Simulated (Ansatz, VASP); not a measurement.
InPd in VASP and in Ansatz

The input POSCAR:

```
InPd
1.0
    3.2499251601      0.0000000000      0.0000000000
    0.0000000000      3.2499251601      0.0000000000
    0.0000000000      0.0000000000      3.2499251601
In Pd
1 1
Direct
    0.0000000000      0.0000000000      0.0000000000
    0.5000000000      0.5000000000      0.5000000000
```

The input INCAR.step1:

```
SYSTEM = InPd
  PREC = Accurate
  ENCUT = 520
  EDIFF = 1E-5
  ISMEAR = -1
  SIGMA = 0.05
  LREAL = .False.
  LASPH = .True.
  NELM = 100
  ALGO = Normal
  ISIF = 2
  LWAVE = .True.
  LCHARG = .False.
  GGA = PE
  NBANDS = 18
```

INCAR.step2

```
SYSTEM = InPd
  PREC = Accurate
  ENCUT = 520
  EDIFF = 1E-6
  ISMEAR = -1
  SIGMA = 0.05
  LREAL = .False.
  LASPH = .True.
  NELM = 100
  ALGO = Normal
  ISIF = 2
  LWAVE = .False.
  LCHARG = .False.
  GGA = PE
  LHFCALC = .True.
  AEXX = 0.25
  PRECFOCK = Normal
  ISTART = 1
  NBANDS = 18
```

File KPOINTS:

```
regular mesh
0
Gamma
  4 4 4
  0 0 0
```

input.yaml

```yaml
crystal:
  lattice:
    - [3.2499251601, 0.0, 0.0]
    - [0.0, 3.2499251601, 0.0]
    - [0.0, 0.0, 3.2499251601]
  atoms:
    - { symbol: In, position: [0.0, 0.0, 0.0] }
    - { symbol: Pd, position: [0.5, 0.5, 0.5] }
hamiltonian:
  xc: pbe0
  pseudopotentials: { kind: paw }
kpoints:
  mp_grid: { grid: [4, 4, 4] }
scf:
  occupations: { method: fermi_dirac, width: 0.05 }
output:
  forces: true
  stress: true
  eigenvalues: true
```

Alike in both runs: task single point; functional PBE0; k mesh 4 × 4 × 4; occupations fermi-dirac, width 0.05 eV; no spin polarisation.

```csv
,VASP,Ansatz
version,VASP 6.6.1,Ansatz 0.2.0
potentials or method,"VASP PAW PBE potentials, release 64 (In_d, Pd)",Ansatz PAW
plane-wave cutoff (eV),520,420
valence electrons in the cell,23,31
```

```tsv
	VASP	Ansatz	Ansatz less VASP
gap on the k mesh at the Fermi level (eV)	none	none	-
pressure (GPa)	2.1	1.9	-0.16
```

A gap of «none» marks a metal or a gap that the smearing closes. With one functional, cell and mesh, what is left measures potentials, basis and numerics. VASP's potentials hold 23 valence electrons a cell and Ansatz's 31, so a difference there can come from the potentials and not from the codes.

The k mesh is coarse, so the values compare programs but aren't converged.
